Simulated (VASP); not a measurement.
Set up this calculation in VASP 6.6.1, as the native input.

```yaml
Task: single point
Functional: PBE
Potentials_or_basis: VASP PAW PBE potentials, release 64 (Te, P)
Cutoff: 520 eV
k_mesh: 10 × 10 × 10
Occupations: gaussian, width 0.1 eV
Spin: no spin polarisation
Dipole_correction: no
Further_INCAR_settings: ALGO = Normal; EDIFF = 1e-07; NBANDS = 20
```

The structure of Te3P lies in POSCAR:

```
Te3P
1.0
    4.6423882240      0.0000000000      0.0000000000
    0.0000000000      4.6423882240      0.0000000000
    0.0000000000      0.0000000000      4.6423882240
Te P
3 1
Direct
    0.0000000000      0.5000000000      0.5000000000
    0.5000000000      0.0000000000      0.5000000000
    0.5000000000      0.5000000000      0.0000000000
    0.0000000000      0.0000000000      0.0000000000
```

The input as run:

INCAR

```
ALGO     = Normal         # electronic algorithm
EDIFF    = 1E-7           # SCF threshold, eV
ENCUT    = 520            # plane-wave cutoff, eV
GGA      = PE             # functional
ISIF     = 2              # what is computed and relaxed
ISMEAR   = 0              # smearing method
LASPH    = True           # aspherical terms in the spheres
LCHARG   = False          # write CHGCAR
LREAL    = False          # projectors in reciprocal space
LWAVE    = False          # write WAVECAR
NBANDS   = 20             # bands
NELM     = 60             # most SCF steps
PREC     = Accurate       # precision mode
SIGMA    = 0.1            # smearing width, eV
```

KPOINTS

```
k-points
0
Gamma
  10 10 10
```

Potentials or basis: VASP PAW PBE potentials, release 64 (Te, P).

Run with:

```sh
$ cat potpaw_PBE.64/Te/POTCAR potpaw_PBE.64/P/POTCAR > POTCAR
$ mpirun -np 1 vasp_std > vasp.out
```

It gave:

```yaml
Pressure: -0.1 GPa
Band_gap_on_the_k_mesh: zero (an odd number of electrons rules out a gap without spin polarisation)
```

Caveat: spin-orbit coupling is left out, which moves the levels of the heavy elements.

It took 89 s on 1 thread of Intel Xeon 8259CL (shared host), peak memory 0.26 GiB.
